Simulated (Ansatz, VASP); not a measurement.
# ZnS in VASP and in Ansatz

INCAR

```
SYSTEM = ZnS
ALGO = Normal
EDIFF = 1E-6
ENCUT = 520
GGA = PE
ISIF = 2
ISMEAR = 0
LASPH = .True.
LCHARG = .False.
LREAL = .False.
LWAVE = .False.
NBANDS = 16
NELM = 80
PREC = Accurate
SIGMA = 0.5
```

The input KPOINTS:

```
k-points
0
Gamma
  6 6 6
  0 0 0
```

POSCAR

```
ZnS
1.0
    0.0000000000      2.5310225584      2.5310225584
    2.5310225584      0.0000000000      2.5310225584
    2.5310225584      2.5310225584      0.0000000000
Zn S
1 1
Direct
    0.0000000000      0.0000000000      0.0000000000
    0.5000000000      0.5000000000      0.5000000000
```

Input for Ansatz:

```yaml
crystal:
  lattice:
    - [0.0, 2.5310225584, 2.5310225584]
    - [2.5310225584, 0.0, 2.5310225584]
    - [2.5310225584, 2.5310225584, 0.0]
  atoms:
    - { symbol: Zn, position: [0.0, 0.0, 0.0] }
    - { symbol: S, position: [0.5, 0.5, 0.5] }
kpoints:
  mp_grid: { grid: [6, 6, 6] }
hamiltonian:
  xc: pbe
scf:
  occupations: { method: gaussian, width: 0.5 }
  n_extra_bands: 4
output:
  forces: true
  stress: true
  eigenvalues: true
```

Alike in both runs: task single point; functional PBE; k mesh 6 × 6 × 6; occupations gaussian, width 0.5 eV; no spin polarisation.

|  | VASP | Ansatz |
| --- | --- | --- |
| version | VASP 6.6.1 | Ansatz 0.2.0 |
| potentials or method | VASP PAW PBE potentials, release 64 (Zn, S) | plane waves |
| plane-wave cutoff (eV) | 520 | 420 |
| valence electrons in the cell | 18 | 18 |

|  | VASP | Ansatz | Ansatz less VASP |
| --- | --- | --- | --- |
| pressure (GPa) | 2.5 | 2.4 | -0.15 |

The functional is the same, so the differences come from potentials, cutoffs and numerics.
